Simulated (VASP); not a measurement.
Here is a VASP 6.6.1 calculation.

The input INCAR:

```
SYSTEM = Ta6S
ALGO = Normal
DIPOL = 0.5 0.5 0.350
EDIFF = 1E-6
EDIFFG = -0.025
ENCUT = 520
IBRION = 2
IDIPOL = 3
ISIF = 2
ISMEAR = 0
LASPH = .True.
LCHARG = .False.
LDIPOL = .True.
LREAL = .False.
LWAVE = .False.
NELM = 60
NSW = 36
PREC = Accurate
SIGMA = 0.1
```

File KPOINTS:

```
k-points
0
Gamma
  6 6 1
  0 0 0
```

POSCAR

```
Ta6S
1.0
    4.6002247492      0.0000000000      0.0000000000
   -2.3001123746      3.9839114959      0.0000000000
    0.0000000000      0.0000000000     19.9017722044
Ta S
6 1
Selective dynamics
Direct
    0.6666666667      0.3333333333      0.2009871261  F F F
    0.3333333333      0.6666666667      0.2481697054  F F F
    0.0000000000      0.0000000000      0.2953522847  F F F
    0.6666666667      0.3333333333      0.3395777425  F F F
    0.3333333333      0.6666666667      0.3810648003  F F F
    0.0000000000      0.0000000000      0.4221620124  F F F
    0.0000000000      0.0000000000      0.5608431294  F F T
```

Potentials or basis: VASP PAW LDA potentials, release 64 (Ta_pv, S).

Run with:

```console
$ cat potpaw_LDA.64/Ta_pv/POTCAR potpaw_LDA.64/S/POTCAR > POTCAR
$ mpirun -np 1 vasp_std > vasp.out
```

Question: Predict the band gap on the k mesh.

Answer: Zero (bands 36 and 37 overlap by 0.29 eV).

Question: Estimate the energy gained by relaxing.

Answer: 251.9 meV/atom.

The path:
```tsv
step	energy change (eV)	largest force on free atoms (eV/Å)	pressure (GPa)
1	0.0000	3.3158	-2.87
2	-0.5531	3.5677	-2.72
3	-1.7447	1.0072	-0.64
4	-1.7112	1.4457	-1.48
5	-1.7627	0.1438	-1.02
6	-1.7626	0.1523	-0.92
7	-1.7627	0.1335	-1.02
8	-1.7631	0.0001	-0.97
```

Caveat: spin-orbit coupling is left out, which moves the levels of the heavy elements.
